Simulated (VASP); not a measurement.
# K2SiB2 (P-3m1) in VASP: a series of runs, part 2 of 3

VASP 6.6.1. The steps go on from the part before.

## (3) Single point, PBE

This run uses another cell than the first one, of 27.10 Å³/atom.

Input file INCAR:

```
PREC = Accurate
ENCUT = 520
EDIFF = 1E-6
ISMEAR = 0
SIGMA = 0.1
LREAL = F
LASPH = T
NELM = 100
ALGO = Normal
ISIF = 2
LWAVE = F
LCHARG = F
GGA = PE
NBANDS = 22
```

Input file KPOINTS:

```
regular mesh
0
Gamma
  6 6 4
```

Input file POSCAR:

```
K2SiB2
1.0
    5.4592018606      0.0000000000      0.0000000000
   -2.7296009303      4.7278074956      0.0000000000
    0.0000000000      0.0000000000      5.2493645916
K Si B
2 1 2
Direct
    0.3333333333      0.6666666667      0.3035426528
    0.6666666667      0.3333333333      0.6964573472
    0.0000000000      0.0000000000      0.0000000000
    0.0000000000      0.0000000000      0.3532982246
    0.0000000000      0.0000000000      0.6467017754
```

Potentials or basis: VASP PAW PBE potentials, release 64 (K_sv, Si, B).

The run is started by

```bash
> cat potpaw_PBE.64/K_sv/POTCAR potpaw_PBE.64/Si/POTCAR potpaw_PBE.64/B/POTCAR > POTCAR
> mpirun -np 1 vasp_std > vasp.out
```

OUTCAR:

```text
PREC = Accurate
   ENCUT = 520
   EDIFF = 1E-6
   ISMEAR = 0
   LREAL = F
   LASPH = T
   NELM = 100
   ISIF = 2
   GGA = PE

 ion  position               nearest neighbor table
   1  0.333  0.667  0.304-   2 3.77   2 3.77   2 3.77
   2  0.667  0.333  0.696-   1 3.77   1 3.77   1 3.77
   3  0.000  0.000  0.000-   4 1.85   5 1.85
   4  0.000  0.000  0.353-   5 1.54   3 1.85
   5  0.000  0.000  0.647-   4 1.54   3 1.85

  LATTYP: Found a hexagonal cell.
 ALAT       =     5.4592018606
 C/A-ratio  =     0.9615626470

  Lattice vectors:

 A1 = (   5.4592018606,   0.0000000000,   0.0000000000)
 A2 = (  -2.7296009303,   4.7278074956,   0.0000000000)
 A3 = (   0.0000000000,   0.0000000000,   5.2493645916)

Analysis of symmetry for initial positions (statically):
=====================================================================
 Subroutine PRICEL returns:
 Original cell was already a primitive cell.

 Routine SETGRP: Setting up the symmetry group for a
 hexagonal supercell.

 Subroutine GETGRP returns: Found 12 space group operations
 (whereof 12 operations were pure point group operations)
 out of a pool of 24 trial point group operations.

The static configuration has the point symmetry D_3d.

Analysis of symmetry for dynamics (positions and initial velocities):
=====================================================================
 Subroutine PRICEL returns:
 Original cell was already a primitive cell.

 Routine SETGRP: Setting up the symmetry group for a
 hexagonal supercell.

 Subroutine GETGRP returns: Found 12 space group operations
 (whereof 12 operations were pure point group operations)
 out of a pool of 24 trial point group operations.

The dynamic configuration has the point symmetry D_3d.

[... 119 lines left out ...]
   EFERMI_NEDOS =   21; number of points for ismear=-14 and -15
   IALGO  =     38    algorithm
   IMIX   =      4    mixing-type and parameters
     AMIX     =   0.40;   BMIX     =  1.00
     AMIX_MAG =   1.60;   BMIX_MAG =  1.00
  volume/ion in A,a.u.               =      27.10       182.86
  Fermi-wavevector in a.u.,A,eV,Ry     =   0.967897  1.829059 12.746261  0.936824
  Thomas-Fermi vector in A             =   2.097821
   LORBIT       =      0    0 simple, 1 ext, 2 COOP (PROOUT), +10 PAW based schemes
   GGA     = PE    functional components
   LHFCALC =     F    Hartree Fock is set to
   AEXX    =    0.0000 exact exchange contribution
   IVDW    =     0    specifies the selected vdW correction
   LEPSILON=     F    determine dielectric tensor
   LRPA    =     F    only Hartree local field effects (RPA)
 non-spin polarized calculation
 Gauss-broadening in eV      SIGMA  =   0.10
  energy-cutoff  :      520.00
  volume of cell :      135.49
 maximum number of plane-waves:      3668
 NGX is ok and might be reduce to    42
   NGX = 21   NGY = 21   NGZ = 19

 number of electron      27.9999999 magnetization

 Free energy of the ion-electron system (eV)
  ---------------------------------------------------
  ext. energy  EPLUGINS =         0.00000000
  ---------------------------------------------------
  free energy    TOTEN  =       -19.28644887 eV

  energy without entropy =      -19.27161750  energy(sigma->0) =      -19.27903318

 E-fermi :   1.4804     XC(G=0):  -7.5577

 val. band max:        1.3485440139   @ k =   0.1667   0.1667   0.2500
 cond. band min:       1.4915786773   @ k =   0.1667   0.0000   0.2500
 fundamental gap:      0.1430346634
 Fermi energy:         1.4803564688

 k-point     1 :       0.0000    0.0000    0.0000
  band No.  band energies     occupation
      1     -29.6239      2.00000
      2     -29.5868      2.00000
      3     -13.2298      2.00000
      4     -13.1577      2.00000
      5     -13.1577      2.00000
      6     -13.0955      2.00000
[... 589 lines left out ...]
     21       6.4622      0.00000
     22       6.6027      0.00000

------------------------ aborting loop because EDIFF is reached ----------------------------------------

  FORCE on cell =-STRESS in cart. coord.  units (eV):
  Direction    XX          YY          ZZ          XY          YZ          ZX
  --------------------------------------------------------------------------------------
  -------------------------------------------------------------------------------------
  Total        0.1610209      0.1610209      0.0844866      0.0000000      0.0000000      0.0000000
  in kB        1.9041329      1.9041329      0.9990853      0.0000000      0.0000000      0.0000000
  external PRESSURE =       1.6024503 kB  Pullay stress =       0.0000000 kB

 VOLUME and BASIS-vectors are now :
 -----------------------------------------------------------------------------
  energy-cutoff  :      520.00
  volume of cell :      135.49
      direct lattice vectors                 reciprocal lattice vectors
     5.459201861  0.000000000  0.000000000     0.183176960  0.105757267  0.000000000
    -2.729600930  4.727807496  0.000000000     0.000000000  0.211514534  0.000000000
     0.000000000  0.000000000  5.249364592     0.000000000  0.000000000  0.190499247

 POSITION                                       TOTAL-FORCE (eV/Angst)
 -----------------------------------------------------------------------------------
     -0.00000      3.15187      1.59341         0.000000     -0.000000     -0.000258
      2.72960      1.57594      3.65596        -0.000000      0.000000      0.000258
      0.00000      0.00000      0.00000        -0.000000      0.000000      0.000000
      0.00000      0.00000      1.85459        -0.000000      0.000000     -0.005176
      0.00000      0.00000      3.39477        -0.000000     -0.000000      0.005176
 -----------------------------------------------------------------------------------
    total drift:                                0.000000      0.000000      0.000000

  FREE ENERGIE OF THE ION-ELECTRON SYSTEM (eV)
  ---------------------------------------------------
  free  energy   TOTEN  =       -19.2864488690 eV

  energy  without entropy=      -19.2716175006  energy(sigma->0) =      -19.27903318
```

stdout:

```text
POSCAR found type information on POSCAR K SiB
 POSCAR found :  3 types and       5 ions
 scaLAPACK will be used
 LDA part: xc-table for (Slater+PW92), standard interpolation
 POSCAR, INCAR and KPOINTS ok, starting setup
 FFT: planning ... GRIDC
 FFT: planning ... GRID_SOFT
 FFT: planning ... GRID
 WAVECAR not read
 entering main loop
```

It took 78 s on 1 thread of Intel Xeon Platinum 8488C (Sapphire Rapids), shared host; peak memory 0.28 GiB.

Results:

- Free energy: -19.2864 eV
- Pressure: 0.2 GPa
- Largest force: 0.005 eV/Å
- Band gap on the k mesh: zero (bands 14 and 15 overlap by 3.01 eV)

Forces on the atoms (eV/Å):
```
K    0.000  0.000  0.000
K    0.000  0.000  0.000
Si   0.000  0.000  0.000
B    0.000  0.000 -0.005
B    0.000  0.000  0.005
```

[end of part 2 of 3]

The gap in the log of VASP goes by the Fermi energy; the results here count the filled bands.